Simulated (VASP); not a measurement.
PtC18, 19 atoms in the cell. The cell holds a slab with vacuum, 19 atoms: a = 7.398 Å, b = 7.398 Å, c = 12.000 Å, α = 90.00°, β = 90.00°, γ = 120.00°. 

- Program: VASP 6.6.1
- Task: single point
- Functional: PBE
- Potentials or basis: VASP PAW PBE potentials, release 64 (C, Pt)
- Cutoff: 520 eV
- k mesh: 2 × 2 × 1
- Occupations: gaussian, width 0.02 eV
- Spin: no spin polarisation
- Dipole correction: no
- Further INCAR settings: LREAL = Auto; ALGO = Normal; EDIFF = 1e-06; NBANDS = 56

Potentials or basis: VASP PAW PBE potentials, release 64 (C, Pt).

Launch:

```bash
$ cat potpaw_PBE.64/C/POTCAR potpaw_PBE.64/Pt/POTCAR > POTCAR
$ mpirun -np 1 vasp_std > vasp.out
```

Hardware: 1 thread of Intel(R) Xeon(R) 6975P-C (Granite Rapids) (shared host).

**Question.** How long does it take, and how much memory?

**Answer.** Run time: 3.1 min on 1 thread of Intel(R) Xeon(R) 6975P-C (Granite Rapids), with other jobs on the host, peak memory 0.58 GiB. Counts: scf iterations 21, k points 4.
